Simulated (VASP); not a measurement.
Set up this calculation in VASP 6.6.1, as the native input.

```
Task                               : single point
Functional                         : PBE0
Dispersion                         : D3(BJ)
Potentials or basis                : VASP PAW PBE potentials, release 64 (Rb_sv)
Cutoff                             : 520 eV
k mesh                             : 4 × 4 × 4
Occupations                        : fermi-dirac, width 0.01 eV
Spin                               : collinear spin, ferromagnetic start
Starting moments                   : [0.5] μB
Dipole correction                  : no
Grid for exact exchange (PRECFOCK) : Normal
Further INCAR settings             : ALGO = Normal; EDIFF = 1e-07; NBANDS = 14
```

Crystal: Rb.

```
CELL_PARAMETERS angstrom
-2.80250 2.80250 2.80250
2.80250 -2.80250 2.80250
2.80250 2.80250 -2.80250
ATOMIC_POSITIONS crystal
Rb 0.00000 0.00000 0.00000
```

These files were run (other wordings do the same):

POSCAR

```
Rb
1.0
   -2.8025000000      2.8025000000      2.8025000000
    2.8025000000     -2.8025000000      2.8025000000
    2.8025000000      2.8025000000     -2.8025000000
Rb
1
Direct
    0.0000000000      0.0000000000      0.0000000000
```

INCAR.step1

```
ALGO = Normal ; EDIFF = 1E-5
ENCUT = 520 ; GGA = PE
ISIF = 2 ; ISMEAR = -1
ISPIN = 2 ; LASPH = True
LCHARG = False ; LORBIT = 11
LREAL = False ; LWAVE = True
MAGMOM = 0.5 ; NBANDS = 14
NELM = 150 ; PREC = Accurate
SIGMA = 0.01
```

INCAR.step2

```
AEXX = 0.25 ; ALGO = Normal
EDIFF = 1E-7 ; ENCUT = 520
GGA = PE ; ISIF = 2
ISMEAR = -1 ; ISPIN = 2
ISTART = 1 ; IVDW = 12
LASPH = True ; LCHARG = False
LHFCALC = True ; LORBIT = 11
LREAL = False ; LWAVE = False
MAGMOM = 0.5 ; NBANDS = 14
NELM = 150 ; PREC = Accurate
PRECFOCK = Normal ; SIGMA = 0.01
```

KPOINTS

```
k-points
0
Gamma
  4 4 4
```

Potentials or basis: VASP PAW PBE potentials, release 64 (Rb_sv).

The run is started by

```sh
$ cat potpaw_PBE.64/Rb_sv/POTCAR > POTCAR
$ cp INCAR.step1 INCAR
$ mpirun -np 1 vasp_std > vasp.out
$ cp INCAR.step2 INCAR
$ mpirun -np 1 vasp_std > vasp.out
```

Results of the run:

```json
{"Pressure": "0.0 GPa", "Net moment": "0.41 μB per cell", "Site moments": "Rb +0.03 μB", "Valence electrons inside the program's atomic spheres": "Rb 7.35", "Dispersion energy per atom": "-0.129 eV"}
```

Caveat: the k points lie up to 0.40 Å⁻¹ apart; three body term missing; the PAW data sets were made with another functional, which shifts forces and pressure a little; pairwise dispersion overbinds metals, which lowers pressure and volume.

Run time: 13 min on 1 thread of Oxide Virtual Turin-like Processor (shared host), peak memory 0.22 GiB.
